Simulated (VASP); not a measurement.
Set up this calculation in VASP 6.6.1, as the native input.

```
Task                               : single point
Functional                         : HSE06
Potentials or basis                : VASP PAW PBE potentials, release 64 (K_sv, F)
Cutoff                             : 520 eV
k mesh                             : 6 × 6 × 6
Occupations                        : gaussian, width 0.01 eV
Spin                               : no spin polarisation
Dipole correction                  : no
Grid for exact exchange (PRECFOCK) : Normal
Further INCAR settings             : ALGO = Normal; EDIFF = 1e-06; NBANDS = 15
Share of exact exchange            : 0.25
Screening parameter                : 0.2079 1/Å
```

The system is KF.

```xyz
2
Lattice="0.0000 2.6590 2.7831 2.6590 0.0000 2.7831 2.6590 2.6590 0.0000" Properties=species:S:1:pos:R:3 pbc="T T T"
K     0.0000    0.0000    0.0000
F     2.6590    2.6590    2.7831
```

This cell differs from its parent crystal: uniaxial z strain +4.7%.

The input as run:

POSCAR

```
KF
1.0
    0.0000000000      2.6589605792      2.7831340383
    2.6589605792      0.0000000000      2.7831340383
    2.6589605792      2.6589605792      0.0000000000
K F
1 1
Direct
    0.0000000000      0.0000000000      0.0000000000
    0.5000000000      0.5000000000      0.5000000000
```

INCAR.step1

```
PREC = Accurate
ENCUT = 520
EDIFF = 1E-5
ISMEAR = 0
SIGMA = 0.01
LREAL = False
LASPH = True
NELM = 120
ALGO = Normal
ISIF = 2
LWAVE = True
LCHARG = False
GGA = PE
NBANDS = 15
GGA_COMPAT = False
```

INCAR.step2

```
PREC = Accurate
ENCUT = 520
EDIFF = 1E-6
ISMEAR = 0
SIGMA = 0.01
LREAL = False
LASPH = True
NELM = 120
ALGO = Normal
ISIF = 2
LWAVE = False
LCHARG = False
GGA = PE
LHFCALC = True
HFSCREEN = 0.2079
PRECFOCK = Normal
ISTART = 1
NBANDS = 15
GGA_COMPAT = False
```

KPOINTS

```
Automatic mesh
0
Gamma
  6 6 6
```

Potentials or basis: VASP PAW PBE potentials, release 64 (K_sv, F).

Run with:

```bash
$ cat potpaw_PBE.64/K_sv/POTCAR potpaw_PBE.64/F/POTCAR > POTCAR
$ cp INCAR.step1 INCAR
$ mpirun -np 1 vasp_std > vasp.out
$ cp INCAR.step2 INCAR
$ mpirun -np 1 vasp_std > vasp.out
```

Results of the run:

```json
{"Pressure": "-0.3 GPa", "Band gap on the k mesh": "7.96 eV"}
```

Caveat: the cell differs from its parent crystal (uniaxial z strain +4.7%); the PAW data sets were made with another functional, which shifts forces and pressure a little.

It took 55 min on 1 thread of Intel(R) Xeon(R) Platinum 8259CL CPU @ 2.50GHz (Skylake/Cascade Lake) (shared host), peak memory 0.29 GiB.
